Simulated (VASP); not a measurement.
A run of VASP 6.6.1:

The input INCAR:

```
PREC = Accurate ; ENCUT = 500
EDIFF = 1E-6 ; ISMEAR = 0
SIGMA = 0.01 ; LREAL = False
LASPH = True ; NELM = 200
ALGO = Normal ; ISIF = 2
LWAVE = False ; LCHARG = True
MAGMOM = 0 0 0 0 0 0 ; LORBIT = 11
LSORBIT = True ; GGA_COMPAT = False
LORBMOM = True ; GGA = PE
LVHAR = True ; NBANDS = 32
```

Contents of KPOINTS:

```
regular mesh
0
Gamma
  6 6 6
```

Contents of POSCAR:

```
TlBr
1.0
    3.9949064133      0.0000000000      0.0000000000
    0.0000000000      3.9949064133      0.0000000000
    0.0000000000      0.0000000000      3.9949064133
Tl Br
1 1
Direct
    0.0000000000      0.0000000000      0.0000000000
    0.5000000000      0.5000000000      0.5000000000
```

Potentials or basis: VASP PAW PBE potentials, release 64 (Tl_d, Br).

The run is started by

```console
$ cat potpaw_PBE.64/Tl_d/POTCAR potpaw_PBE.64/Br/POTCAR > POTCAR
$ mpirun -np 1 vasp_ncl > vasp.out
```

Hardware: 1 thread of Intel(R) Xeon(R) Platinum 8488C (Sapphire Rapids) (shared host).

Problem. How long does it take, and how much memory?

Solution. It took 64 s on 1 thread of Intel(R) Xeon(R) Platinum 8488C (Sapphire Rapids) (shared host), peak memory 0.3 GiB. Counts: scf iterations 13, k points 20.
